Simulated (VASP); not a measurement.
# CsSnI3 (Pm-3m) in VASP: notebook

The runs below take CsSnI3 through single point, with r2SCAN.

Program: VASP 6.6.1. These are calculated values, not measurements. Logs are shortened: lines on timing, memory, paths and dates and some standing lists are left out, and cuts for length are marked.

### 1 The cell of the first run

The structure is cubic, space group Pm-3m (No. 221). The conventional cell has a = 6.206 Å, b = 6.206 Å, c = 6.206 Å, α = 90.00°, β = 90.00°, γ = 90.00°. Cs (site symmetry m-3m) has 12 I at 4.39 Å and 8 Sn at 5.37 Å within 5.8 Å. I (site symmetry 4/mmm) has 2 Sn at 3.10 Å within 4.1 Å. Sn (site symmetry m-3m) has 6 I at 3.10 Å within 4.1 Å.

### 2 Single point, r2SCAN

POSCAR reads:

```
CsSnI3
1.0
    6.2057000000      0.0000000000      0.0000000000
    0.0000000000      6.2057000000      0.0000000000
    0.0000000000      0.0000000000      6.2057000000
Cs I Sn
1 3 1
Direct
    0.0000000000      0.0000000000      0.0000000000
    0.5000000000      0.5000000000      0.0000000000
    0.5000000000      0.0000000000      0.5000000000
    0.0000000000      0.5000000000      0.5000000000
    0.5000000000      0.5000000000      0.5000000000
```

INCAR.step1 reads:

```
SYSTEM = CsSnI3
ALGO = Normal
EDIFF = 1E-4
ENCUT = 520
GGA = PE
ISMEAR = 1
LASPH = .TRUE.
LCHARG = .FALSE.
LREAL = .FALSE.
LWAVE = .TRUE.
NBANDS = 30
NELM = 80
PREC = Accurate
SIGMA = 0.05
```

INCAR.step2 reads:

```
SYSTEM = CsSnI3
ALGO = Normal
EDIFF = 1E-6
ENCUT = 520
ISIF = 2
ISMEAR = 1
ISTART = 1
LASPH = .TRUE.
LCHARG = .FALSE.
LMIXTAU = .TRUE.
LREAL = .FALSE.
LWAVE = .FALSE.
METAGGA = R2SCAN
NBANDS = 30
NELM = 80
PREC = Accurate
SIGMA = 0.05
```

KPOINTS reads:

```
k-points
0
G
  5 5 5
  0 0 0
```

Potentials or basis: VASP PAW PBE potentials, release 64 (Cs_sv, I, Sn_d).

The run is started by

```console
$ cat potpaw_PBE.64/Cs_sv/POTCAR potpaw_PBE.64/I/POTCAR potpaw_PBE.64/Sn_d/POTCAR > POTCAR
$ cp INCAR.step1 INCAR
$ mpirun -np 1 vasp_std > vasp.out
$ cp INCAR.step2 INCAR
$ mpirun -np 1 vasp_std > vasp.out
```

OUTCAR:

```text
SYSTEM = CsSnI3
   EDIFF = 1E-6
   ENCUT = 520
   ISIF = 2
   ISMEAR = 1
   ISTART = 1
   LASPH = .TRUE.
   LREAL = .FALSE.
   METAGGA = R2SCAN
   NELM = 80
   PREC = Accurate

 ion  position               nearest neighbor table
   1  0.000  0.000  0.000-
   2  0.500  0.500  0.000-   5 3.10   5 3.10
   3  0.500  0.000  0.500-   5 3.10   5 3.10
   4  0.000  0.500  0.500-   5 3.10   5 3.10
   5  0.500  0.500  0.500-   2 3.10   3 3.10   4 3.10   2 3.10   3 3.10   4 3.10

  LATTYP: Found a simple cubic cell.
 ALAT       =     6.2057000000

  Lattice vectors:

 A1 = (   6.2057000000,   0.0000000000,   0.0000000000)
 A2 = (   0.0000000000,   6.2057000000,   0.0000000000)
 A3 = (   0.0000000000,   0.0000000000,   6.2057000000)

Analysis of symmetry for initial positions (statically):
=====================================================================
 Subroutine PRICEL returns:
 Original cell was already a primitive cell.

 Routine SETGRP: Setting up the symmetry group for a
 simple cubic supercell.

 Subroutine GETGRP returns: Found 48 space group operations
 (whereof 48 operations were pure point group operations)
 out of a pool of 48 trial point group operations.

The static configuration has the point symmetry O_h .

Analysis of symmetry for dynamics (positions and initial velocities):
=====================================================================
 Subroutine PRICEL returns:
 Original cell was already a primitive cell.

 Routine SETGRP: Setting up the symmetry group for a
 simple cubic supercell.

 Subroutine GETGRP returns: Found 48 space group operations
 (whereof 48 operations were pure point group operations)
 out of a pool of 48 trial point group operations.

The dynamic configuration has the point symmetry O_h .

 Subroutine INISYM returns: Found 48 space group operations
 (whereof 48 operations are pure point group operations),
 and found     1 'primitive' translations

----------------------------------------------------------------------------------------

                                     Primitive cell

  volume of cell :     238.9859

  direct lattice vectors                    reciprocal lattice vectors
     6.205700000  0.000000000  0.000000000     0.161142176  0.000000000  0.000000000
     0.000000000  6.205700000  0.000000000     0.000000000  0.161142176  0.000000000
     0.000000000  0.000000000  6.205700000     0.000000000  0.000000000  0.161142176

  length of vectors
     6.205700000  6.205700000  6.205700000     0.161142176  0.161142176  0.161142176

  position of ions in fractional coordinates (direct lattice)
     0.000000000  0.000000000  0.000000000
     0.500000000  0.500000000  0.000000000
     0.500000000  0.000000000  0.500000000
     0.000000000  0.500000000  0.500000000
     0.500000000  0.500000000  0.500000000

  ion indices of the primitive-cell ions
   primitive index   ion index
                 1           1
                 2           2
                 3           3
                 4           4
                 5           5

----------------------------------------------------------------------------------------

 KPOINTS: k-points

Automatic generation of k-mesh.
 Grid dimensions read from file:
 generate k-points for:    5    5    5

 Generating k-lattice:

  Cartesian coordinates                     Fractional coordinates (reciprocal lattice)
     0.032228435  0.000000000  0.000000000     0.200000000  0.000000000  0.000000000
     0.000000000  0.032228435  0.000000000     0.000000000  0.200000000  0.000000000
     0.000000000  0.000000000  0.032228435     0.000000000  0.000000000  0.200000000

  Length of vectors
     0.032228435  0.032228435  0.032228435

  Shift w.r.t. Gamma in fractional coordinates (k-lattice)
     0.000000000  0.000000000  0.000000000

 Subroutine IBZKPT returns following result:
 ===========================================

 Found     10 irreducible k-points:

 Following reciprocal coordinates:
            Coordinates               Weight
  0.000000  0.000000  0.000000      1.000000
  0.200000  0.000000  0.000000      6.000000
  0.400000  0.000000  0.000000      6.000000
  0.200000  0.200000  0.000000     12.000000
  0.400000  0.200000  0.000000     24.000000
  0.400000  0.400000  0.000000     12.000000
  0.200000  0.200000  0.200000      8.000000
  0.400000  0.200000  0.200000     24.000000
  0.400000  0.400000  0.200000     24.000000
  0.400000  0.400000  0.400000      8.000000
   k-points           NKPTS =     10   k-points in BZ     NKDIM =     10   number of bands    NBANDS=     30
   number of dos      NEDOS =    301   number of ions     NIONS =      5
   total plane-waves  NPLWV = 110592
   dimension x,y,z NGX =    48 NGY =   48 NGZ =   48
   dimension x,y,z NGXF=    96 NGYF=   96 NGZF=   96
   ions per type =               1   3   1
   NGX,Y,Z   is equivalent  to a cutoff of  12.86, 12.86, 12.86 a.u.
   NGXF,Y,Z  is equivalent  to a cutoff of  25.72, 25.72, 25.72 a.u.
 SYSTEM =  CsSnI3
   PREC   = accura    normal or accurate (medium, high low for compatibility)
   ISTART =      1    job   : 0-new  1-cont  2-samecut
   ICHARG =      0    charge: 1-file 2-atom 10-const
   ISPIN  =      1    spin polarized calculation?
   LNONCOLLINEAR =      F non collinear calculations
   LSORBIT =      F    spin-orbit coupling
   LASPH  =      T    aspherical Exc in radial PAW
   ENCUT  =  520.0 eV  38.22 Ry    6.18 a.u.  11.54 11.54 11.54*2*pi/ulx,y,z
   NELM   =     80;   NELMIN=  2; NELMDL=  0     # of ELM steps
   EDIFF  = 0.1E-05   stopping-criterion for ELM
   LREAL  =      F    real-space projection
   EDIFFG = 0.1E-04   stopping-criterion for IOM
   NSW    =      0    number of steps for IOM
   IBRION =     -1    ionic relax: 0-MD 1-quasi-New 2-CG
   NFREE  =      0    steps in history (QN), initial steepest desc. (CG)
   ISIF   =      2    stress and relaxation
   ISYM   =      2    0-nonsym 1-usesym 2-fastsym
   POTIM  = 0.5000    time-step for ionic-motion
   TEBEG  =    0.0;   TEEND  =   0.0 temperature during run
   PSTRESS=    0.0 pullay stress
   NELECT =      44.0000    total number of electrons
   NUPDOWN=      -1.0000    fix difference up-down
   EMIN   =  10.00;   EMAX   =-10.00  energy-range for DOS
   EFERMI =   0.00;   METHOD = LEGACY
   ISMEAR =     1;   SIGMA  =   0.05  broadening in eV -4-tet -1-fermi 0-gaus
   EFERMI_NEDOS =   21; number of points for ismear=-14 and -15
   IALGO  =     38    algorithm
   IMIX   =      4    mixing-type and parameters
     AMIX     =   0.40;   BMIX     =  1.00
     AMIX_MAG =   1.60;   BMIX_MAG =  1.00
  volume/ion in A,a.u.               =      47.80       322.55
  Fermi-wavevector in a.u.,A,eV,Ry     =   0.931326  1.759950 11.801253  0.867368
  Thomas-Fermi vector in A             =   2.057807
   LORBIT       =      0    0 simple, 1 ext, 2 COOP (PROOUT), +10 PAW based schemes
   METAGGA = R2SCAN    functional components
   LHFCALC =     F    Hartree Fock is set to
   AEXX    =    0.0000 exact exchange contribution
   IVDW    =     0    specifies the selected vdW correction
   LEPSILON=     F    determine dielectric tensor
   LRPA    =     F    only Hartree local field effects (RPA)
 non-spin polarized calculation
 Methfessel and Paxton  Order N= 1 SIGMA  =   0.05
  energy-cutoff  :      520.00
  volume of cell :      238.99
 maximum number of plane-waves:      6455
 NGX is ok and might be reduce to    48
   NGX = 23   NGY = 23   NGZ = 23

 number of electron      43.9999983 magnetization

 Free energy of the ion-electron system (eV)
  ---------------------------------------------------
  ext. energy  EPLUGINS =         0.00000000
  ---------------------------------------------------
  free energy    TOTEN  =      -128.72603608 eV

  energy without entropy =     -128.72622162  energy(sigma->0) =     -128.72609793

 E-fermi :   1.9606     XC(G=0):  -7.9089

 val. band max:        1.9184738649   @ k =   0.4000   0.4000   0.4000
 cond. band min:       3.7920571425   @ k =   0.4000   0.4000   0.4000
 fundamental gap:      1.8735832776
 Fermi energy:         1.9605679756

 k-point     1 :       0.0000    0.0000    0.0000
  band No.  band energies     occupation
      1     -20.2855      2.00000
      2     -20.0645      2.00000
      3     -20.0645      2.00000
      4     -20.0365      2.00000
      5     -20.0365      2.00000
      6     -20.0365      2.00000
[... 22 lines left out ...]
     29       7.8180      0.00000
     30       7.8180      0.00000

 k-point     2 :       0.2000    0.0000    0.0000
  band No.  band energies     occupation
      1     -20.2854      2.00000
      2     -20.0645      2.00000
      3     -20.0639      2.00000
      4     -20.0366      2.00000
      5     -20.0366      2.00000
      6     -20.0365      2.00000
[... 22 lines left out ...]
     29       6.8737      0.00000
     30       7.7397      0.00000

 k-point     3 :       0.4000    0.0000    0.0000
  band No.  band energies     occupation
      1     -20.2851      2.00000
      2     -20.0645      2.00000
      3     -20.0628      2.00000
      4     -20.0367      2.00000
      5     -20.0367      2.00000
      6     -20.0366      2.00000
[... 22 lines left out ...]
     29       7.3999      0.00000
     30       7.7352      0.00000

 k-point     4 :       0.2000    0.2000    0.0000
  band No.  band energies     occupation
      1     -20.2852      2.00000
      2     -20.0642      2.00000
      3     -20.0635      2.00000
      4     -20.0367      2.00000
      5     -20.0366      2.00000
      6     -20.0366      2.00000
[... 154 lines left out ...]
     29       7.8028      0.00000
     30       8.1028      0.00000

 k-point     9 :       0.4000    0.4000    0.2000
  band No.  band energies     occupation
      1     -20.2846      2.00000
      2     -20.0630      2.00000
      3     -20.0620      2.00000
      4     -20.0369      2.00000
      5     -20.0368      2.00000
      6     -20.0368      2.00000
[... 22 lines left out ...]
     29       7.5841      0.00000
     30       8.0241      0.00000

 k-point    10 :       0.4000    0.4000    0.4000
  band No.  band energies     occupation
      1     -20.2844      2.00000
      2     -20.0620      2.00000
      3     -20.0620      2.00000
      4     -20.0369      2.00000
      5     -20.0369      2.00000
      6     -20.0369      2.00000
[... 22 lines left out ...]
     29       7.2630      0.00000
     30       8.2700      0.00000

------------------------ aborting loop because EDIFF is reached ----------------------------------------

  FORCE on cell =-STRESS in cart. coord.  units (eV):
  Direction    XX          YY          ZZ          XY          YZ          ZX
  --------------------------------------------------------------------------------------
  -------------------------------------------------------------------------------------
  Total        0.0483726      0.0483726      0.0483726     -0.0000000     -0.0000000      0.0000000
  in kB        0.3242932      0.3242932      0.3242932     -0.0000000     -0.0000000      0.0000000
  external PRESSURE =       0.3242932 kB  Pullay stress =       0.0000000 kB

 VOLUME and BASIS-vectors are now :
 -----------------------------------------------------------------------------
  energy-cutoff  :      520.00
  volume of cell :      238.99
      direct lattice vectors                 reciprocal lattice vectors
     6.205700000  0.000000000  0.000000000     0.161142176  0.000000000  0.000000000
     0.000000000  6.205700000  0.000000000     0.000000000  0.161142176  0.000000000
     0.000000000  0.000000000  6.205700000     0.000000000  0.000000000  0.161142176

 POSITION                                       TOTAL-FORCE (eV/Angst)
 -----------------------------------------------------------------------------------
      0.00000      0.00000      0.00000         0.000000      0.000000      0.000000
      3.10285      3.10285      0.00000         0.000000      0.000000      0.000000
      3.10285      0.00000      3.10285         0.000000      0.000000      0.000000
      0.00000      3.10285      3.10285         0.000000      0.000000      0.000000
      3.10285      3.10285      3.10285         0.000000      0.000000      0.000000
 -----------------------------------------------------------------------------------
    total drift:                                0.000000     -0.000000     -0.000000

  FREE ENERGIE OF THE ION-ELECTRON SYSTEM (eV)
  ---------------------------------------------------
  free  energy   TOTEN  =      -128.7260360826 eV

  energy  without entropy=     -128.7262216155  energy(sigma->0) =     -128.72609793
```

Wall time 2.6 min (1 thread of Intel Xeon 6975P-C (Granite Rapids), shared host); peak memory 0.39 GiB.

What came out:

```
Free energy            : -128.7260 eV
Pressure               : 0.0 GPa
Band gap on the k mesh : 1.87 eV, direct
```

Levels at points of the mesh, in eV from the valence-band top:
| k point | band 19 | band 20 | band 21 | band 22 | band 23 | band 24 | band 25 | band 26 |
| --- | --- | --- | --- | --- | --- | --- | --- | --- |
| (0.00, 0.00, 0.00) | -1.71 | -1.55 | -1.55 | -1.55 | 3.43 | 4.21 | 4.21 | 4.61 |

Caveat: the PAW data sets were made with another functional, which shifts forces and pressure a little; spin-orbit coupling is left out, which moves the levels of the heavy elements. A k mesh can miss the band edges.

### 3 Single point, r2SCAN

POSCAR is that of step 2.

INCAR.step1 reads:

```
SYSTEM = CsSnI3
ALGO     = Normal         ! electronic algorithm
EDIFF    = 1E-4           ! SCF threshold, eV
ENCUT    = 520            ! plane-wave cutoff, eV
GGA      = PE             ! functional
ISMEAR   = 1              ! smearing method
LASPH    = .TRUE.         ! aspherical terms in the spheres
LCHARG   = .FALSE.        ! write CHGCAR
LREAL    = .FALSE.        ! projectors in reciprocal space
LWAVE    = .TRUE.         ! write WAVECAR
NBANDS   = 30             ! bands
NELM     = 80             ! most SCF steps
PREC     = Accurate       ! precision mode
SIGMA    = 0.05           ! smearing width, eV
```

INCAR.step2 reads:

```
SYSTEM = CsSnI3
ALGO     = Normal         ! electronic algorithm
EDIFF    = 1E-7           ! SCF threshold, eV
ENCUT    = 520            ! plane-wave cutoff, eV
ISIF     = 2              ! what is computed and relaxed
ISMEAR   = 1              ! smearing method
ISTART   = 1            
LASPH    = .TRUE.         ! aspherical terms in the spheres
LCHARG   = .FALSE.        ! write CHGCAR
LMIXTAU  = .TRUE.       
LREAL    = .FALSE.        ! projectors in reciprocal space
LWAVE    = .FALSE.        ! write WAVECAR
METAGGA  = R2SCAN         ! meta-GGA
NBANDS   = 30             ! bands
NELM     = 80             ! most SCF steps
PREC     = Accurate       ! precision mode
SIGMA    = 0.05           ! smearing width, eV
```

KPOINTS reads:

```
k-points
0
G
  6 6 6
  0 0 0
```

Potentials or basis: VASP PAW PBE potentials, release 64 (Cs_sv, I, Sn_d).

The run is started by

```console
$ cat potpaw_PBE.64/Cs_sv/POTCAR potpaw_PBE.64/I/POTCAR potpaw_PBE.64/Sn_d/POTCAR > POTCAR
$ cp INCAR.step1 INCAR
$ mpirun -np 1 vasp_std > vasp.out
$ cp INCAR.step2 INCAR
$ mpirun -np 1 vasp_std > vasp.out
```

Wall time 5.2 min (1 thread of Intel Xeon 6975P-C (Granite Rapids), shared host); peak memory 0.45 GiB.

The run converged. Its results:

```yaml
Free_energy: -128.6898 eV
Pressure: 0.2 GPa
Band_gap_on_the_k_mesh: 0.42 eV, direct
```

Levels at points of the mesh, in eV from the valence-band top:
```tsv
k point	band 18	band 19	band 20	band 21	band 22	band 23	band 24	band 25	band 26	band 27
(0.00, 0.00, 0.00)	-2.65	-2.65	-2.49	-2.49	-2.49	2.50	3.28	3.28	3.67	3.67
(0.50, 0.00, 0.00)	-2.89	-2.81	-2.61	-2.61	-1.75	1.16	4.04	4.15	4.47	4.47
(0.50, 0.50, 0.00)	-2.95	-2.95	-2.85	-2.04	-0.87	0.85	0.85	4.20	4.55	4.71
(0.50, 0.50, 0.50)	-2.84	-2.03	-2.03	-2.03	0.00	0.42	0.42	0.42	3.31	4.27
```

Caveat: the PAW data sets were made with another functional, which shifts forces and pressure a little; spin-orbit coupling is left out, which moves the levels of the heavy elements.
